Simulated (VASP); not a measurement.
# KF in VASP: notebook, part 2 of 2

VASP 6.6.1. Earlier steps stand in the parts before.

## Step 4: Single point, PBE (one atom moved)

Input file INCAR:

```
SYSTEM = KF
ALGO = Normal
EDIFF = 1E-6
ENCUT = 600
GGA = PE
GGA_COMPAT = .False.
ISIF = 2
ISMEAR = 0
LASPH = .True.
LCHARG = .False.
LREAL = .False.
LWAVE = .False.
NBANDS = 15
NELM = 120
PREC = Accurate
SIGMA = 0.02
```

Input file KPOINTS:

```
k-points
0
Gamma
  8 8 8
  0 0 0
```

Input file POSCAR:

```
KF
1.0
    3.2589550000      0.0000000000      0.0000000000
    0.0000000000      3.2589550000      0.0000000000
    0.0000000000      0.0000000000      3.2589550000
K F
1 1
Direct
    0.0000000000      0.0000000000      0.0000000000
    0.5252166722      0.4888737341      0.5017428900
```

Potentials or basis: VASP PAW PBE potentials, release 64 (K_sv, F).

Launch:

```bash
> cat potpaw_PBE.64/K_sv/POTCAR potpaw_PBE.64/F/POTCAR > POTCAR
> mpirun -np 1 vasp_std > vasp.out
```

OUTCAR:

```text
SYSTEM = KF
   EDIFF = 1E-6
   ENCUT = 600
   GGA = PE
   ISIF = 2
   ISMEAR = 0
   LASPH = .True.
   LREAL = .False.
   NELM = 120
   PREC = Accurate

 ion  position               nearest neighbor table
   1  0.000  0.000  0.000-   2 2.75   2 2.76   2 2.79   2 2.80   2 2.85   2 2.85
   2  0.525  0.489  0.502-   1 2.75   1 2.76   1 2.79   1 2.80   1 2.85   1 2.85

  LATTYP: Found a simple cubic cell.
 ALAT       =     3.2589550000

  Lattice vectors:

 A1 = (   3.2589550000,   0.0000000000,   0.0000000000)
 A2 = (   0.0000000000,   3.2589550000,   0.0000000000)
 A3 = (   0.0000000000,   0.0000000000,   3.2589550000)

Analysis of symmetry for initial positions (statically):
=====================================================================
 Subroutine PRICEL returns:
 Original cell was already a primitive cell.

 Routine SETGRP: Setting up the symmetry group for a
 simple cubic supercell.

 Subroutine GETGRP returns: Found  1 space group operations
 (whereof  1 operations were pure point group operations)
 out of a pool of 48 trial point group operations.

The static configuration has the point symmetry C_1 .

Analysis of symmetry for dynamics (positions and initial velocities):
=====================================================================
 Subroutine PRICEL returns:
 Original cell was already a primitive cell.

 Routine SETGRP: Setting up the symmetry group for a
 simple cubic supercell.

 Subroutine GETGRP returns: Found  1 space group operations
 (whereof  1 operations were pure point group operations)
 out of a pool of 48 trial point group operations.

The dynamic configuration has the point symmetry C_1 .

 Subroutine INISYM returns: Found  1 space group operations
 (whereof  1 operations are pure point group operations),
 and found     1 'primitive' translations

----------------------------------------------------------------------------------------

                                     Primitive cell

  volume of cell :      34.6127

  direct lattice vectors                    reciprocal lattice vectors
[... 119 lines left out ...]
 Gauss-broadening in eV      SIGMA  =   0.02
  energy-cutoff  :      600.00
  volume of cell :       34.61
 maximum number of plane-waves:      1189
 NGX is ok and might be reduce to    28
   NGX = 13   NGY = 13   NGZ = 13

 number of electron      15.9999997 magnetization

 Free energy of the ion-electron system (eV)
  ---------------------------------------------------
  ext. energy  EPLUGINS =         0.00000000
  ---------------------------------------------------
  free energy    TOTEN  =        -8.09229159 eV

  energy without entropy =       -8.09229159  energy(sigma->0) =       -8.09229159

 E-fermi :  -1.8564     XC(G=0):  -9.0220

 val. band max:       -2.0422262107   @ k =   0.0000   0.5000   0.5000
 cond. band min:       4.2173941300   @ k =   0.0000   0.0000   0.0000
 fundamental gap:      6.2596203407
 Fermi energy:        -1.8564207979

 k-point     1 :       0.0000    0.0000    0.0000
  band No.  band energies     occupation
      1     -29.0526      2.00000
      2     -20.9412      2.00000
      3     -12.0847      2.00000
      4     -12.0845      2.00000
      5     -12.0841      2.00000
      6      -2.0985      2.00000
      7      -2.0943      2.00000
      8      -2.0938      2.00000
      9       4.2174      0.00000
     10       6.2577      0.00000
     11       6.2740      0.00000
     12      11.7832      0.00000
     13      11.7870      0.00000
     14      11.7878      0.00000
[... 401 lines left out ...]
      2     -20.9479      2.00000
      3     -12.4399      2.00000
      4     -12.1471      2.00000
      5     -12.0165      2.00000
      6      -2.7111      2.00000
      7      -2.2460      2.00000
      8      -2.1428      2.00000
      9       5.8893      0.00000
     10       6.9375      0.00000
     11       7.6805      0.00000
     12      10.6012      0.00000
     13      10.9189      0.00000
     14      11.6245      0.00000
     15      16.2833      0.00000

 [... further k-points ...]

------------------------ aborting loop because EDIFF is reached ----------------------------------------

  FORCE on cell =-STRESS in cart. coord.  units (eV):
  Direction    XX          YY          ZZ          XY          YZ          ZX
  --------------------------------------------------------------------------------------
  -------------------------------------------------------------------------------------
  Total        0.0106401      0.0121691      0.0126224     -0.0156864     -0.0011309      0.0024529
  in kB        0.4925176      0.5632908      0.5842748     -0.7261048     -0.0523499      0.1135404
  external PRESSURE =       0.5466944 kB  Pullay stress =       0.0000000 kB

 VOLUME and BASIS-vectors are now :
 -----------------------------------------------------------------------------
  energy-cutoff  :      600.00
  volume of cell :       34.61
      direct lattice vectors                 reciprocal lattice vectors
     3.258955000  0.000000000  0.000000000     0.306846827  0.000000000  0.000000000
     0.000000000  3.258955000  0.000000000     0.000000000  0.306846827  0.000000000
     0.000000000  0.000000000  3.258955000     0.000000000  0.000000000  0.306846827

 POSITION                                       TOTAL-FORCE (eV/Angst)
 -----------------------------------------------------------------------------------
      0.00000      0.00000      0.00000         0.065291     -0.029465      0.004783
      1.71166      1.59322      1.63516        -0.065291      0.029465     -0.004783
 -----------------------------------------------------------------------------------
    total drift:                               -0.000240     -0.000343     -0.000214

  FREE ENERGIE OF THE ION-ELECTRON SYSTEM (eV)
  ---------------------------------------------------
  free  energy   TOTEN  =        -8.0922915864 eV

  energy  without entropy=       -8.0922915864  energy(sigma->0) =       -8.09229159
```

It took 3.5 min on 1 thread of Intel Xeon 8259CL, shared host; peak memory 0.28 GiB.

Results:

```
Free energy            : -8.0923 eV
Pressure               : 0.1 GPa
Largest force          : 0.072 eV/Å
Band gap on the k mesh : 6.26 eV (least direct gap 6.31 eV)
```

Forces on the atoms (eV/Å):
```
K    0.065 -0.029  0.005
F   -0.065  0.029 -0.005
```

Caveat: the cell differs from its parent crystal (one atom moved). A k mesh can miss the band edges.

## Step 5: Summary

| level | cell | cutoff (eV) | gap on the mesh (eV) | pressure (GPa) | largest force (eV/Å) |
| --- | --- | --- | --- | --- | --- |
| r2SCAN | a = 3.342 Å, 2 atoms, atomic positions A | 660 | 6.64 | -4.5 | - |
| PBE | a = 3.259 Å, 2 atoms, atomic positions B | 600 | 6.26 | 0.1 | 0.07 |
| PBE | a = 3.259 Å, 2 atoms, atomic positions C | 600 | 6.26 | 0.1 | 0.07 |

Alike in all rows: task single point; potentials or basis VASP PAW PBE potentials, release 64 (K_sv, F); no spin polarisation; k mesh 8 × 8 × 8; smearing gaussian 0.02 eV.

Caveats: the cell stands under tension (at least some runs); the PAW data sets were made with another functional, which shifts forces and pressure a little (at least some runs).

Total energies depend on the potentials used, so only differences within one code and one set of settings carry meaning.
